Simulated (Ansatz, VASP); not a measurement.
One calculation of Be, two programs

The input INCAR:

```
SYSTEM = Be
PREC = Accurate
ENCUT = 520
EDIFF = 1E-8
ISMEAR = -1
SIGMA = 0.03
LREAL = .FALSE.
LASPH = .TRUE.
NELM = 60
ALGO = Normal
ISIF = 2
LWAVE = .FALSE.
LCHARG = .FALSE.
GGA = PS
LEFG = .TRUE.
NBANDS = 7
```

File KPOINTS:

```
Automatic mesh
0
G
  23 23 23
  0 0 0
```

Contents of POSCAR:

```
Be
1.0
   -1.2656521608      1.2531209513      1.2531209513
    1.2531209513     -1.2656521608      1.2531209513
    1.2531209513      1.2531209513     -1.2656521608
Be
1
Direct
    0.0000000000      0.0000000000      0.0000000000
```

Input for Ansatz:

```yaml
crystal:
  lattice:
    - [-1.2656521608, 1.2531209513, 1.2531209513]
    - [1.2531209513, -1.2656521608, 1.2531209513]
    - [1.2531209513, 1.2531209513, -1.2656521608]
  atoms:
    - { symbol: Be, position: [0.0, 0.0, 0.0] }
kpoints:
  mp_grid: { grid: [23, 23, 23] }
scf:
  occupations: { method: fermi_dirac, width: 0.03 }
hamiltonian:
  xc: pbesol
  pseudopotentials: { kind: all_electron, datasets: crystal }
output:
  forces: true
  stress: true
  eigenvalues: true
  efg: { contact_densities: true }
```

Change from the starting cell: equal xy, yz and zx shear strains of -1 %, crystal datasets.

Alike in both runs: task electric field gradients; functional PBEsol; k mesh 23 × 23 × 23; occupations fermi-dirac, width 0.03 eV; no spin polarisation.

|  | VASP | Ansatz |
| --- | --- | --- |
| version | VASP 6.6.1 | Ansatz 0.2.0 |
| potentials or method | VASP PAW PBE potentials, release 64 (Be), cutoff 520 eV | all-electron PAW with datasets made for the crystal, scalar-relativistic |

|  | VASP | Ansatz | Ansatz less VASP |
| --- | --- | --- | --- |
| pressure (GPa) | -1.6 | -2.0 | -0.46 |
| traceless stress, the component that is largest in VASP (GPa) | 2.05 | 2.05 | -0.007 |
| size of Vzz on the site where it differs most (V/Å²) | 0.3 | 0.2 | -0.01 |

VASP's potentials were made for PBE, not for PBEsol. Ansatz ran all-electron here, and VASP with PAW potentials.
